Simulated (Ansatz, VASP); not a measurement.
**SbTe2O3: VASP beside Ansatz**

```
Sb Te O
1.0
     3.54015    0.00000    0.00000
    -1.77007    3.06586    0.00000
     0.00000    0.00000   10.55383
Sb Te O
1 2 3
Direct
  0.00000 0.00000 0.50000
  0.00000 0.00000 0.77687
  0.00000 0.00000 0.22313
  0.33333 0.66667 0.00000
  0.66667 0.33333 0.00000
  0.00000 0.00000 0.00000
```

Alike in both runs: functional PBE; k mesh 12 × 12 × 4; occupations gaussian, width 0.1 eV; no spin polarisation.

Ansatz relaxed the structure, and its values are those at the end. VASP's run is a single point on that final structure, the one shown.

|  | VASP | Ansatz |
| --- | --- | --- |
| version | VASP 6.6.1 | Ansatz 0.2.0 |
| potentials or method | VASP PAW PBE potentials, release 64 (Sb, Te, O), cutoff 520 eV | scalar-relativistic, plane waves, PAW |
| valence electrons in the cell | 35 | 65 |

|  | VASP | Ansatz | Ansatz less VASP |
| --- | --- | --- | --- |
| gap on the k mesh at the Fermi level (eV) | none | none | - |
| pressure (GPa) | -0.2 | 0.0 | +0.24 |
| rms of the force components (eV/Å) | 0.007 | 0.000 | -0.0072 |

A gap of «none» marks a metal or a gap that the smearing closes. VASP's potentials hold 35 valence electrons a cell and Ansatz's 65, so a difference there can come from the potentials and not from the codes.

Spin-orbit coupling is off throughout.
